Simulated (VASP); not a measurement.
# TePb (Fm-3m) in VASP: single point with PBE

Aim: the single point of TePb with PBE.

Everything below comes from runs of VASP 6.6.1. Logs are shortened: lines on timing, memory, paths and dates and some standing lists are left out, and cuts for length are marked.

## (1) The cell of the first run

The structure is cubic, space group Fm-3m (No. 225). Conventional cell: a = 6.462 Å, b = 6.462 Å, c = 6.462 Å, α = 90.00°, β = 90.00°, γ = 90.00°. Te (site symmetry m-3m) has 6 Pb at 3.23 Å within 4.3 Å. Within 4.3 Å of Pb (site symmetry m-3m) lie 6 Te at 3.23 Å.

## (2) Single point, PBE

Input file INCAR:

```
SYSTEM = TePb
ALGO = Normal
EDIFF = 1E-6
ENCUT = 500
GGA = PE
GGA_COMPAT = .False.
ISIF = 2
ISMEAR = 0
LASPH = .True.
LCHARG = .True.
LELF = .True.
LREAL = .False.
LVHAR = .True.
LWAVE = .False.
NBANDS = 94
NELM = 120
PREC = Accurate
SIGMA = 0.02
```

Input file KPOINTS:

```
k-points
0
Gamma
  2 2 2
  0 0 0
```

Input file POSCAR:

```
TePb
1.0
    0.0000000000      6.4620000000      6.4620000000
    6.4620000000      0.0000000000      6.4620000000
    6.4620000000      6.4620000000      0.0000000000
Te Pb
8 8
Direct
    0.2500000000      0.2500000000      0.2500000000
    0.2500000000      0.2500000000      0.7500000000
    0.2500000000      0.7500000000      0.2500000000
    0.2500000000      0.7500000000      0.7500000000
    0.7500000000      0.2500000000      0.2500000000
    0.7500000000      0.2500000000      0.7500000000
    0.7500000000      0.7500000000      0.2500000000
    0.7500000000      0.7500000000      0.7500000000
    0.0000000000      0.0000000000      0.0000000000
    0.0000000000      0.0000000000      0.5000000000
    0.0000000000      0.5000000000      0.0000000000
    0.0000000000      0.5000000000      0.5000000000
    0.5000000000      0.0000000000      0.0000000000
    0.5000000000      0.0000000000      0.5000000000
    0.5000000000      0.5000000000      0.0000000000
    0.5000000000      0.5000000000      0.5000000000
```

Potentials or basis: VASP PAW PBE potentials, release 64 (Te, Pb_d).

Run with:

```bash
cat potpaw_PBE.64/Te/POTCAR potpaw_PBE.64/Pb_d/POTCAR > POTCAR
mpirun -np 1 vasp_std > vasp.out
```

OUTCAR:

```text
SYSTEM = TePb
   EDIFF = 1E-6
   ENCUT = 500
   GGA = PE
   ISIF = 2
   ISMEAR = 0
   LASPH = .True.
   LREAL = .False.
   NELM = 120
   PREC = Accurate

 ion  position               nearest neighbor table
   1  0.250  0.250  0.250-  10 3.23  11 3.23  12 3.23  13 3.23  14 3.23  15 3.23
   2  0.250  0.250  0.750-   9 3.23  11 3.23  12 3.23  13 3.23  14 3.23  16 3.23
   3  0.250  0.750  0.250-   9 3.23  10 3.23  12 3.23  13 3.23  15 3.23  16 3.23
   4  0.250  0.750  0.750-   9 3.23  10 3.23  11 3.23  14 3.23  15 3.23  16 3.23
   5  0.750  0.250  0.250-   9 3.23  10 3.23  11 3.23  14 3.23  15 3.23  16 3.23
   6  0.750  0.250  0.750-   9 3.23  10 3.23  12 3.23  13 3.23  15 3.23  16 3.23
[... 8 lines left out ...]
  15  0.500  0.500  0.000-   1 3.23   3 3.23   4 3.23   5 3.23   6 3.23   8 3.23
  16  0.500  0.500  0.500-   2 3.23   3 3.23   4 3.23   5 3.23   6 3.23   7 3.23

  LATTYP: Found a face centered cubic cell.
 ALAT       =    12.9240000000

  Lattice vectors:

 A1 = (   0.0000000000,   6.4620000000,   6.4620000000)
 A2 = (   6.4620000000,   0.0000000000,   6.4620000000)
 A3 = (   6.4620000000,   6.4620000000,   0.0000000000)

Analysis of symmetry for initial positions (statically):
=====================================================================
 Subroutine PRICEL returns following result:

  LATTYP: Found a face centered cubic cell.
 ALAT       =     6.4620000000

  Lattice vectors:

 A1 = (   0.0000000000,   3.2310000000,   3.2310000000)
 A2 = (   3.2310000000,   0.0000000000,   3.2310000000)
 A3 = (   3.2310000000,   3.2310000000,   0.0000000000)

   8 primitive cells build up your supercell.

 Routine SETGRP: Setting up the symmetry group for a
 face centered cubic supercell.

 Subroutine GETGRP returns: Found 48 space group operations
 (whereof 48 operations were pure point group operations)
 out of a pool of 48 trial point group operations.

The static configuration has the point symmetry O_h .

Analysis of symmetry for dynamics (positions and initial velocities):
=====================================================================
 Subroutine PRICEL returns following result:

  LATTYP: Found a face centered cubic cell.
 ALAT       =     6.4620000000

  Lattice vectors:

 A1 = (   0.0000000000,   3.2310000000,   3.2310000000)
 A2 = (   3.2310000000,   0.0000000000,   3.2310000000)
 A3 = (   3.2310000000,   3.2310000000,   0.0000000000)

   8 primitive cells build up your supercell.

 Routine SETGRP: Setting up the symmetry group for a
 face centered cubic supercell.

 Subroutine GETGRP returns: Found 48 space group operations
 (whereof 48 operations were pure point group operations)
 out of a pool of 48 trial point group operations.

The dynamic configuration has the point symmetry O_h .

 Subroutine INISYM returns: Found 48 space group operations
 (whereof 48 operations are pure point group operations),
 and found     8 'primitive' translations

----------------------------------------------------------------------------------------

                                     Primitive cell

  volume of cell :      67.4592

  direct lattice vectors                    reciprocal lattice vectors
     0.000000000  3.231000000  3.231000000    -0.154750851  0.154750851  0.154750851
     3.231000000  0.000000000  3.231000000     0.154750851 -0.154750851  0.154750851
     3.231000000  3.231000000  0.000000000     0.154750851  0.154750851 -0.154750851

  length of vectors
     4.569324020  4.569324020  4.569324020     0.268036337  0.268036337  0.268036337

  position of ions in fractional coordinates (direct lattice)
     0.500000000  0.500000000  0.500000000
     0.000000000  0.000000000  0.000000000

  ion indices of the primitive-cell ions
   primitive index   ion index
                 1           1
                 2           9

----------------------------------------------------------------------------------------

 KPOINTS: k-points

Automatic generation of k-mesh.
 Grid dimensions read from file:
 generate k-points for:    2    2    2

 Generating k-lattice:

  Cartesian coordinates                     Fractional coordinates (reciprocal lattice)
    -0.038687713  0.038687713  0.038687713     0.500000000  0.000000000  0.000000000
     0.038687713 -0.038687713  0.038687713     0.000000000  0.500000000  0.000000000
     0.038687713  0.038687713 -0.038687713     0.000000000  0.000000000  0.500000000

  Length of vectors
     0.067009084  0.067009084  0.067009084

  Shift w.r.t. Gamma in fractional coordinates (k-lattice)
     0.000000000  0.000000000  0.000000000

 Subroutine IBZKPT returns following result:
 ===========================================

 Found      3 irreducible k-points:

 Following reciprocal coordinates:
            Coordinates               Weight
  0.000000  0.000000  0.000000      1.000000
  0.500000  0.000000  0.000000      4.000000
  0.500000  0.500000  0.000000      3.000000
   k-points           NKPTS =      3   k-points in BZ     NKDIM =      3   number of bands    NBANDS=     94
   number of dos      NEDOS =    301   number of ions     NIONS =     16
   total plane-waves  NPLWV = 343000
   dimension x,y,z NGX =    70 NGY =   70 NGZ =   70
   dimension x,y,z NGXF=   140 NGYF=  140 NGZF=  140
   ions per type =               8   8
   NGX,Y,Z   is equivalent  to a cutoff of  12.73, 12.73, 12.73 a.u.
   NGXF,Y,Z  is equivalent  to a cutoff of  25.47, 25.47, 25.47 a.u.
 SYSTEM =  TePb
   PREC   = accura    normal or accurate (medium, high low for compatibility)
   ISTART =      0    job   : 0-new  1-cont  2-samecut
   ICHARG =      2    charge: 1-file 2-atom 10-const
   ISPIN  =      1    spin polarized calculation?
   LNONCOLLINEAR =      F non collinear calculations
   LSORBIT =      F    spin-orbit coupling
   LASPH  =      T    aspherical Exc in radial PAW
   ENCUT  =  500.0 eV  36.75 Ry    6.06 a.u.  16.66 16.66 16.66*2*pi/ulx,y,z
   NELM   =    120;   NELMIN=  2; NELMDL= -5     # of ELM steps
   EDIFF  = 0.1E-05   stopping-criterion for ELM
   LREAL  =      F    real-space projection
   EDIFFG = 0.1E-04   stopping-criterion for IOM
   NSW    =      0    number of steps for IOM
   IBRION =     -1    ionic relax: 0-MD 1-quasi-New 2-CG
   NFREE  =      0    steps in history (QN), initial steepest desc. (CG)
   ISIF   =      2    stress and relaxation
   ISYM   =      2    0-nonsym 1-usesym 2-fastsym
   POTIM  = 0.5000    time-step for ionic-motion
   TEBEG  =    0.0;   TEEND  =   0.0 temperature during run
   PSTRESS=    0.0 pullay stress
   NELECT =     160.0000    total number of electrons
   NUPDOWN=      -1.0000    fix difference up-down
   EMIN   =  10.00;   EMAX   =-10.00  energy-range for DOS
   EFERMI =   0.00;   METHOD = LEGACY
   ISMEAR =     0;   SIGMA  =   0.02  broadening in eV -4-tet -1-fermi 0-gaus
   EFERMI_NEDOS =   21; number of points for ismear=-14 and -15
   IALGO  =     38    algorithm
   IMIX   =      4    mixing-type and parameters
     AMIX     =   0.40;   BMIX     =  1.00
     AMIX_MAG =   1.60;   BMIX_MAG =  1.00
  volume/ion in A,a.u.               =      33.73       227.62
  Fermi-wavevector in a.u.,A,eV,Ry     =   1.091619  2.062861 16.213147  1.191633
  Thomas-Fermi vector in A             =   2.227868
   LORBIT       =      0    0 simple, 1 ext, 2 COOP (PROOUT), +10 PAW based schemes
   GGA     = PE    functional components
   LHFCALC =     F    Hartree Fock is set to
   AEXX    =    0.0000 exact exchange contribution
   IVDW    =     0    specifies the selected vdW correction
   LEPSILON=     F    determine dielectric tensor
   LRPA    =     F    only Hartree local field effects (RPA)
 non-spin polarized calculation
 Gauss-broadening in eV      SIGMA  =   0.02
  energy-cutoff  :      500.00
  volume of cell :      539.67
 maximum number of plane-waves:     13762
 NGX is ok and might be reduce to    70
   NGX = 33   NGY = 33   NGZ = 33

 number of electron     159.9999980 magnetization

 Free energy of the ion-electron system (eV)
  ---------------------------------------------------
  ext. energy  EPLUGINS =         0.00000000
  ---------------------------------------------------
  free energy    TOTEN  =       -59.95185034 eV

  energy without entropy =      -59.95185034  energy(sigma->0) =      -59.95185034

 E-fermi :   5.7616     XC(G=0):  -9.3039

 val. band max:        5.6224791947   @ k =   0.0000   0.0000   0.0000
 cond. band min:       6.3567056252   @ k =   0.0000   0.0000   0.0000
 fundamental gap:      0.7342264305
 Fermi energy:         5.7615668509

 k-point     1 :       0.0000    0.0000    0.0000
  band No.  band energies     occupation
      1     -11.1672      2.00000
      2     -11.1672      2.00000
      3     -11.1672      2.00000
      4     -11.1201      2.00000
      5     -11.1201      2.00000
      6     -11.1201      2.00000
[... 84 lines left out ...]
     91       6.8939      0.00000
     92       6.8939      0.00000

 k-point     2 :       0.5000    0.0000    0.0000
  band No.  band energies     occupation
      1     -11.1424      2.00000
      2     -11.1424      2.00000
      3     -11.1424      2.00000
      4     -11.1424      2.00000
      5     -11.1424      2.00000
      6     -11.1424      2.00000
[... 84 lines left out ...]
     91       8.8030      0.00000
     92       8.8054      0.00000

 k-point     3 :       0.5000    0.5000    0.0000
  band No.  band energies     occupation
      1     -11.1489      2.00000
      2     -11.1489      2.00000
      3     -11.1308      2.00000
      4     -11.1308      2.00000
      5     -11.1244      2.00000
      6     -11.1244      2.00000
[... 84 lines left out ...]
     91       8.2186      0.00000
     92       8.2186      0.00000
 [bands above 92 left out]

------------------------ aborting loop because EDIFF is reached ----------------------------------------

  FORCE on cell =-STRESS in cart. coord.  units (eV):
  Direction    XX          YY          ZZ          XY          YZ          ZX
  --------------------------------------------------------------------------------------
  -------------------------------------------------------------------------------------
  Total        7.0858114      7.0858114      7.0858114     -0.0000000      0.0000000      0.0000000
  in kB       21.0362979     21.0362979     21.0362979     -0.0000000      0.0000000      0.0000000
  external PRESSURE =      21.0362979 kB  Pullay stress =       0.0000000 kB

 VOLUME and BASIS-vectors are now :
 -----------------------------------------------------------------------------
  energy-cutoff  :      500.00
  volume of cell :      539.67
      direct lattice vectors                 reciprocal lattice vectors
     0.000000000  6.462000000  6.462000000    -0.077375426  0.077375426  0.077375426
     6.462000000  0.000000000  6.462000000     0.077375426 -0.077375426  0.077375426
     6.462000000  6.462000000  0.000000000     0.077375426  0.077375426 -0.077375426

 POSITION                                       TOTAL-FORCE (eV/Angst)
 -----------------------------------------------------------------------------------
      3.23100      3.23100      3.23100         0.000000      0.000000     -0.000000
      6.46200      6.46200      3.23100        -0.000000      0.000000      0.000000
      6.46200      3.23100      6.46200         0.000000      0.000000     -0.000000
      9.69300      6.46200      6.46200        -0.000000      0.000000      0.000000
      3.23100      6.46200      6.46200        -0.000000      0.000000     -0.000000
      6.46200      9.69300      6.46200         0.000000     -0.000000     -0.000000
[... 8 lines left out ...]
      3.23100      3.23100      6.46200         0.000000     -0.000000     -0.000000
      6.46200      6.46200      6.46200         0.000000      0.000000      0.000000
 -----------------------------------------------------------------------------------
    total drift:                               -0.000000      0.000000     -0.000000

  FREE ENERGIE OF THE ION-ELECTRON SYSTEM (eV)
  ---------------------------------------------------
  free  energy   TOTEN  =       -59.9518503440 eV

  energy  without entropy=      -59.9518503440  energy(sigma->0) =      -59.95185034
```

Wall time 5.9 min (1 thread of Intel Xeon Platinum 8488C (Sapphire Rapids), shared host); peak memory 0.73 GiB.

Results:

```yaml
Free_energy: -59.9519 eV
Pressure: 2.1 GPa
Band_gap_on_the_k_mesh: 0.73 eV
```

Caveat: the k points lie up to 0.42 Å⁻¹ apart; spin-orbit coupling is left out, which moves the levels of the heavy elements.
